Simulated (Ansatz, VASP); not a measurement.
# One calculation of Al, two programs

```xyz
1
Lattice="0.0000 1.9886 2.0240 2.0594 0.0000 2.0240 2.0594 1.9886 0.0000" Properties=species:S:1:pos:R:3 pbc="T T T"
Al    0.0000    0.0000    0.0000
```

Change from the starting cell: strain +0.0175 x Voigt [1, -1, 0, 0, 0, 0], atoms carried along.

Alike in both runs: task single point; functional r2SCAN; k mesh 20 × 20 × 20; occupations gaussian, width 0.15 eV; no spin polarisation.

|  | VASP | Ansatz |
| --- | --- | --- |
| version | VASP 6.6.1 | Ansatz 0.2.0 |
| potentials or method | VASP PAW PBE potentials, release 64 (Al), cutoff 520 eV | scalar-relativistic, plane waves, PAW |
| valence electrons in the cell | 3 | 3 |

```csv
,VASP,Ansatz,Ansatz less VASP
gap on the k mesh at the Fermi level (eV),none,none,-
pressure (GPa),-3.7,-3.4,+0.30
"traceless stress, the component that is largest in VASP (GPa)",-1.00,-1.00,-0.001
```

VASP's potentials were made for PBE, not for r2SCAN. A gap of «none» marks a metal or a gap that the smearing closes.
